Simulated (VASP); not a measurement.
# AlCo (P4mm) in VASP: notebook

Runs on AlCo. Level: PBEsol. Tasks: single point.

Program: VASP 6.6.1. These are calculated values, not measurements. Logs are shortened: lines on timing, memory, paths and dates and some standing lists are left out, and cuts for length are marked.

## 1. The cell of the first run

Symmetry: P4mm, No. 99, tetragonal system. Conventional cell: a = 2.819 Å, b = 2.819 Å, c = 2.819 Å, α = 90.00°, β = 90.00°, γ = 90.00°. Within 3.0 Å of Al (site symmetry 4mm) lie 8 Co at 2.28 to 2.63 Å and 6 Al at 2.82 Å. Within 3.0 Å of Co (site symmetry 4mm) lie 8 Al at 2.28 to 2.63 Å and 6 Co at 2.82 Å.

## 2. Single point, PBEsol (all Co atoms moved -0.300 Å, as atom 2 along Cartesian [1 0 0])

The input, INCAR:

```
  PREC = Accurate
  ENCUT = 520
  EDIFF = 1E-6
  ISMEAR = 0
  SIGMA = 0.15
  LREAL = False
  LASPH = True
  NELM = 100
  ALGO = Normal
  ISIF = 2
  LWAVE = False
  LCHARG = True
  GGA = PS
  LELF = True
  LVHAR = True
  NBANDS = 13
```

The input, KPOINTS:

```
regular mesh
0
Gamma
  16 16 16
```

The input, POSCAR:

```
AlCo
1.0
    2.8194032100      0.0000000000      0.0000000000
    0.0000000000      2.8194032100      0.0000000000
    0.0000000000      0.0000000000      2.8194032100
Al Co
1 1
Direct
    0.0000000000      0.0000000000      0.0000000000
    0.3935945029      0.5000000000      0.5000000000
```

Potentials or basis: VASP PAW PBE potentials, release 64 (Al, Co).

Run with:

```sh
$ cat potpaw_PBE.64/Al/POTCAR potpaw_PBE.64/Co/POTCAR > POTCAR
$ mpirun -np 1 vasp_std > vasp.out
```

OUTCAR:

```text
PREC = Accurate
   ENCUT = 520
   EDIFF = 1E-6
   ISMEAR = 0
   LREAL = False
   LASPH = True
   NELM = 100
   ISIF = 2
   GGA = PS

 ion  position               nearest neighbor table
   1  0.000  0.000  0.000-   2 2.28   2 2.28   2 2.28   2 2.28   2 2.63   2 2.63   2 2.63   2 2.63

   2  0.394  0.500  0.500-   1 2.28   1 2.28   1 2.28   1 2.28   1 2.63   1 2.63   1 2.63   1 2.63

  LATTYP: Found a simple cubic cell.
 ALAT       =     2.8194032100

  Lattice vectors:

 A1 = (   2.8194032100,   0.0000000000,   0.0000000000)
 A2 = (   0.0000000000,   2.8194032100,   0.0000000000)
 A3 = (   0.0000000000,   0.0000000000,   2.8194032100)

Analysis of symmetry for initial positions (statically):
=====================================================================
 Subroutine PRICEL returns:
 Original cell was already a primitive cell.

 Routine SETGRP: Setting up the symmetry group for a
 simple cubic supercell.

 Subroutine GETGRP returns: Found  8 space group operations
 (whereof  8 operations were pure point group operations)
 out of a pool of 48 trial point group operations.

The static configuration has the point symmetry C_4v.

Analysis of symmetry for dynamics (positions and initial velocities):
=====================================================================
 Subroutine PRICEL returns:
 Original cell was already a primitive cell.

 Routine SETGRP: Setting up the symmetry group for a
 simple cubic supercell.

 Subroutine GETGRP returns: Found  8 space group operations
 (whereof  8 operations were pure point group operations)
 out of a pool of 48 trial point group operations.

The dynamic configuration has the point symmetry C_4v.

 Subroutine INISYM returns: Found  8 space group operations
 (whereof  8 operations are pure point group operations),
 and found     1 'primitive' translations

----------------------------------------------------------------------------------------

                                     Primitive cell

  volume of cell :      22.4115

  direct lattice vectors                    reciprocal lattice vectors
     2.819403210  0.000000000  0.000000000     0.354684990  0.000000000  0.000000000
     0.000000000  2.819403210  0.000000000     0.000000000  0.354684990  0.000000000
     0.000000000  0.000000000  2.819403210     0.000000000  0.000000000  0.354684990

  length of vectors
     2.819403210  2.819403210  2.819403210     0.354684990  0.354684990  0.354684990

  position of ions in fractional coordinates (direct lattice)
     0.000000000  0.000000000  0.000000000
[... 83 lines left out ...]
   NFREE  =      0    steps in history (QN), initial steepest desc. (CG)
   ISIF   =      2    stress and relaxation
   ISYM   =      2    0-nonsym 1-usesym 2-fastsym
   POTIM  = 0.5000    time-step for ionic-motion
   TEBEG  =    0.0;   TEEND  =   0.0 temperature during run
   PSTRESS=    0.0 pullay stress
   NELECT =      12.0000    total number of electrons
   NUPDOWN=      -1.0000    fix difference up-down
   EMIN   =  10.00;   EMAX   =-10.00  energy-range for DOS
   EFERMI =   0.00;   METHOD = LEGACY
   ISMEAR =     0;   SIGMA  =   0.15  broadening in eV -4-tet -1-fermi 0-gaus
   EFERMI_NEDOS =   21; number of points for ismear=-14 and -15
   IALGO  =     38    algorithm
   IMIX   =      4    mixing-type and parameters
     AMIX     =   0.40;   BMIX     =  1.00
     AMIX_MAG =   1.60;   BMIX_MAG =  1.00
  volume/ion in A,a.u.               =      11.21        75.62
  Fermi-wavevector in a.u.,A,eV,Ry     =   1.329366  2.512138 24.044423  1.767215
  Thomas-Fermi vector in A             =   2.458534
   LORBIT       =      0    0 simple, 1 ext, 2 COOP (PROOUT), +10 PAW based schemes
   GGA     = PS    functional components
   LHFCALC =     F    Hartree Fock is set to
   AEXX    =    0.0000 exact exchange contribution
   IVDW    =     0    specifies the selected vdW correction
   LEPSILON=     F    determine dielectric tensor
   LRPA    =     F    only Hartree local field effects (RPA)
 non-spin polarized calculation
 Gauss-broadening in eV      SIGMA  =   0.15
  energy-cutoff  :      520.00
  volume of cell :       22.41
 maximum number of plane-waves:       624
 NGX is ok and might be reduce to    24
   NGX = 11   NGY = 11   NGZ = 11

 number of electron      11.9999997 magnetization

 Free energy of the ion-electron system (eV)
  ---------------------------------------------------
  ext. energy  EPLUGINS =         0.00000000
  ---------------------------------------------------
  free energy    TOTEN  =       -12.72659408 eV

  energy without entropy =      -12.71739144  energy(sigma->0) =      -12.72199276

 E-fermi :  10.8313     XC(G=0): -12.5192

 val. band max:       10.8286150788   @ k =   0.1875   0.5000   0.4375
 cond. band min:      10.8328994183   @ k =   0.5000   0.3750   0.2500
 fundamental gap:      0.0042843395
 Fermi energy:        10.8313037959

 k-point     1 :       0.0000    0.0000    0.0000
  band No.  band energies     occupation
      1      -0.3863      2.00000
      2       7.5940      2.00000
      3       7.7235      2.00000
      4       9.8776      2.00000
      5       9.9949      2.00000
      6       9.9949      2.00000
      7      17.0203      0.00000
      8      17.0506      0.00000
      9      17.0506      0.00000
     10      19.9035      0.00000
     11      20.0109      0.00000
     12      25.9646      0.00000
     13      32.0173      0.00000
[... 354 lines left out ...]
  band No.  band energies     occupation
      1       0.3661      2.00000
      2       7.5148      2.00000
      3       7.8785      2.00000
      4       9.4894      2.00000
      5       9.6905      2.00000
      6       9.9906      2.00000
      7      13.6260      0.00000
      8      17.0037      0.00000
      9      18.3760      0.00000
     10      20.3089      0.00000
     11      22.9187      0.00000
     12      27.9177      0.00000
     13      28.1703      0.00000

 [... further k-points ...]
[... 5 lines left out ...]
  --------------------------------------------------------------------------------------
  -------------------------------------------------------------------------------------
  Total        0.5411722      1.4207887      1.4207887      0.0000000      0.0000000      0.0000000
  in kB       38.6878425    101.5707150    101.5707150      0.0000000      0.0000000      0.0000000
  external PRESSURE =      80.6097575 kB  Pullay stress =       0.0000000 kB

 VOLUME and BASIS-vectors are now :
 -----------------------------------------------------------------------------
  energy-cutoff  :      520.00
  volume of cell :       22.41
      direct lattice vectors                 reciprocal lattice vectors
     2.819403210  0.000000000  0.000000000     0.354684990  0.000000000  0.000000000
     0.000000000  2.819403210  0.000000000     0.000000000  0.354684990  0.000000000
     0.000000000  0.000000000  2.819403210     0.000000000  0.000000000  0.354684990

 POSITION                                       TOTAL-FORCE (eV/Angst)
 -----------------------------------------------------------------------------------
      0.00000      0.00000      0.00000        -2.377856      0.000000      0.000000
      1.10970      1.40970      1.40970         2.377856      0.000000     -0.000000
 -----------------------------------------------------------------------------------
    total drift:                                0.000109      0.000000     -0.000002

  FREE ENERGIE OF THE ION-ELECTRON SYSTEM (eV)
  ---------------------------------------------------
  free  energy   TOTEN  =       -12.7265940836 eV

  energy  without entropy=      -12.7173914439  energy(sigma->0) =      -12.72199276
```

OSZICAR:

```text
N       E                     dE             d eps       ncg     rms          rms(c)
DAV:   1     0.364912617127E+02    0.36491E+02   -0.52063E+03 10642   0.980E+02
DAV:   2    -0.128675935548E+02   -0.49359E+02   -0.45149E+02 10945   0.175E+02
DAV:   3    -0.145216378693E+02   -0.16540E+01   -0.16419E+01 12858   0.371E+01
DAV:   4    -0.145465155423E+02   -0.24878E-01   -0.24871E-01 12323   0.414E+00
DAV:   5    -0.145473608538E+02   -0.84531E-03   -0.84529E-03 13146   0.823E-01    0.133E+01
DAV:   6    -0.170283775340E+02   -0.24810E+01   -0.59318E+01 12240   0.992E+01    0.168E+01
DAV:   7    -0.127832254798E+02    0.42452E+01   -0.28118E+01 12475   0.635E+01    0.199E+00
DAV:   8    -0.127414282595E+02    0.41797E-01   -0.18532E-01 12278   0.327E+00    0.112E+00
DAV:   9    -0.127269368570E+02    0.14491E-01   -0.25606E-02 14041   0.185E+00    0.281E-01
DAV:  10    -0.127266483609E+02    0.28850E-03   -0.70806E-04 13078   0.249E-01    0.151E-01
DAV:  11    -0.127265969829E+02    0.51378E-04   -0.93176E-05 12790   0.620E-02    0.410E-02
DAV:  12    -0.127265942767E+02    0.27063E-05   -0.93352E-06 13163   0.317E-02    0.143E-02
DAV:  13    -0.127265940836E+02    0.19307E-06   -0.25350E-07  7665   0.457E-03
   1 F= -.12726594E+02 E0= -.12721993E+02  d E =-.920264E-02
```

Run time: 2.4 min. Hardware: 1 thread of Intel Xeon 8259CL, shared host; peak memory 0.24 GiB.

Results:

```yaml
Free_energy: -12.7266 eV
Pressure: 8.1 GPa
Largest_force: 2.378 eV/Å
Band_gap_on_the_k_mesh: zero (bands 6 and 7 overlap by 2.50 eV)
```

Forces in eV/Å, atoms in the order of the input:
```
Al  -2.378  0.000  0.000
Co   2.378  0.000  0.000
```

Stress tensor (GPa, compression positive):
```
 3.87  0.00  0.00
 0.00 10.16  0.00
 0.00  0.00 10.16
```

Levels at points of the mesh, in eV from the Fermi level:
```
           k point  band 2  band 3  band 4  band 5  band 6  band 7  band 8  band 9  band 10  band 11
(0.00, 0.00, 0.00)   -3.24   -3.11   -0.95   -0.84   -0.84    6.19    6.22    6.22     9.07     9.18
(0.50, 0.00, 0.00)   -6.48   -2.65   -1.73   -1.73   -0.84    0.27    8.77   10.58    10.58    12.28
(0.00, 0.50, 0.00)   -6.72   -2.55   -1.89   -1.73   -0.74    0.15    8.68   10.90    11.31    11.40
(0.50, 0.50, 0.00)   -3.56   -2.69   -2.31   -1.68   -1.53   -0.26    2.56    3.63    13.32    15.95
(0.00, 0.50, 0.50)   -3.05   -2.83   -2.83   -1.33   -1.33   -0.29    2.44    3.61    13.64    14.59
(0.50, 0.50, 0.50)   -3.99   -3.99   -0.26   -0.20    2.21    2.21    2.60    3.82     5.77     5.77
```

Caveat: the cell differs from its parent crystal (all Co atoms moved -0.300 Å, as atom 2 along Cartesian [1 0 0]); the cell stands under pressure; the PAW data sets were made with another functional, which shifts forces and pressure a little; the run has no spin polarisation, though such a crystal can be magnetic. Spin polarisation is off, so any magnetic state and its effect on volume and gap are missing.

(Part 1 of 2 ends here.)
